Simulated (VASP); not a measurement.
# Cu (Im-3m) in VASP: further runs, part 2 of 2

VASP 6.6.1. Earlier steps stand in the parts before.

## Step 3: Single point, RPBE (volume scaled by 0.88)

INCAR

```
PREC = Accurate ; ENCUT = 520
EDIFF = 1E-6 ; ISMEAR = -1
SIGMA = 0.1 ; LREAL = F
LASPH = T ; NELM = 100
ALGO = Normal ; ISIF = 2
LWAVE = F ; LCHARG = T
GGA = RP ; LELF = T
LVHAR = T ; NBANDS = 12
```

KPOINTS

```
Automatic mesh
0
Gamma
  17 17 17
```

POSCAR

```
Cu
1.0
   -1.3989507832      1.3989507832      1.3989507832
    1.3989507832     -1.3989507832      1.3989507832
    1.3989507832      1.3989507832     -1.3989507832
Cu
1
Direct
    0.0000000000      0.0000000000      0.0000000000
```

Potentials or basis: VASP PAW PBE potentials, release 64 (Cu).

Command:

```sh
> cat potpaw_PBE.64/Cu/POTCAR > POTCAR
> mpirun -np 1 vasp_std > vasp.out
```

OUTCAR:

```text
PREC = Accurate
   ENCUT = 520
   EDIFF = 1E-6
   ISMEAR = -1
   LREAL = F
   LASPH = T
   NELM = 100
   ISIF = 2
   GGA = RP

 ion  position               nearest neighbor table
   1  0.000  0.000  0.000-

  LATTYP: Found a body centered cubic cell.
 ALAT       =     2.7979015664

  Lattice vectors:

 A1 = (  -1.3989507832,   1.3989507832,   1.3989507832)
 A2 = (   1.3989507832,  -1.3989507832,   1.3989507832)
 A3 = (   1.3989507832,   1.3989507832,  -1.3989507832)

Analysis of symmetry for initial positions (statically):
=====================================================================
 Subroutine PRICEL returns:
 Original cell was already a primitive cell.

 Routine SETGRP: Setting up the symmetry group for a
 body centered cubic supercell.

 Subroutine GETGRP returns: Found 48 space group operations
 (whereof 48 operations were pure point group operations)
 out of a pool of 48 trial point group operations.

The static configuration has the point symmetry O_h .

Analysis of symmetry for dynamics (positions and initial velocities):
=====================================================================
 Subroutine PRICEL returns:
[... 160 lines left out ...]
 Fermi energy:         8.7013875114

 k-point     1 :       0.0000    0.0000    0.0000
  band No.  band energies     occupation
      1      -1.2142      2.00000
      2       5.3679      2.00000
      3       5.3679      2.00000
      4       5.3679      2.00000
      5       6.4913      2.00000
      6       6.4913      2.00000
      7      34.4583      0.00000
      8      34.4583      0.00000
      9      34.4583      0.00000
     10      38.8295      0.00000
     11      38.8295      0.00000
     12      39.1161      0.00000
[... 331 lines left out ...]
 k-point    24 :       0.1765    0.1765    0.0000
  band No.  band energies     occupation
      1       2.1360      2.00000
      2       4.9265      2.00000
      3       4.9808      2.00000
      4       6.2464      2.00000
      5       6.6064      2.00000
      6       6.9295      2.00000
      7      22.5989      0.00000
      8      23.2489      0.00000
      9      28.9660      0.00000
     10      34.3041      0.00000
     11      37.1731      0.00000
     12      40.8808      0.00000

 [... further k-points ...]
[... 5 lines left out ...]
  --------------------------------------------------------------------------------------
  -------------------------------------------------------------------------------------
  Total        1.5151846      1.5151846      1.5151846      0.0000000      0.0000000      0.0000000
  in kB      221.6709822    221.6709822    221.6709822      0.0000000      0.0000000      0.0000000
  external PRESSURE =     221.6709822 kB  Pullay stress =       0.0000000 kB

 VOLUME and BASIS-vectors are now :
 -----------------------------------------------------------------------------
  energy-cutoff  :      520.00
  volume of cell :       10.95
      direct lattice vectors                 reciprocal lattice vectors
    -1.398950783  1.398950783  1.398950783     0.000000000  0.357410715  0.357410715
     1.398950783 -1.398950783  1.398950783     0.357410715  0.000000000  0.357410715
     1.398950783  1.398950783 -1.398950783     0.357410715  0.357410715  0.000000000

 POSITION                                       TOTAL-FORCE (eV/Angst)
 -----------------------------------------------------------------------------------
      0.00000      0.00000      0.00000        -0.000000      0.000000     -0.000000
 -----------------------------------------------------------------------------------
    total drift:                                0.000000     -0.000000      0.000000

  FREE ENERGIE OF THE ION-ELECTRON SYSTEM (eV)
  ---------------------------------------------------
  free  energy   TOTEN  =        -3.1339089825 eV

  energy  without entropy=       -3.1257324698  energy(sigma->0) =       -3.12982073
```

stdout:

```text
POSCAR found type information on POSCAR Cu
 POSCAR found :  1 types and       1 ions
 scaLAPACK will be used
 -----------------------------------------------------------------------------
|                                                                             |
|                                                                             |
|     You enforced a specific xc type in the INCAR file but a different       |
|     I HOPE YOU KNOW WHAT YOU ARE DOING!                                     |
|                                                                             |
 -----------------------------------------------------------------------------

 LDA part: xc-table for (Slater+PW92), standard interpolation
 POSCAR, INCAR and KPOINTS ok, starting setup
 FFT: planning ... GRIDC
 FFT: planning ... GRID_SOFT
 FFT: planning ... GRID
 WAVECAR not read
 entering main loop
```

Run time: 12 s. Hardware: 1 thread of AMD EPYC 9R14 (Zen 4), shared host; peak memory 0.1 GiB.

What came out:

| Quantity | Value |
| --- | --- |
| Free energy | -3.1339 eV |
| Pressure | 22.2 GPa |

Caveat: the PAW data sets were made with another functional, which shifts forces and pressure a little.
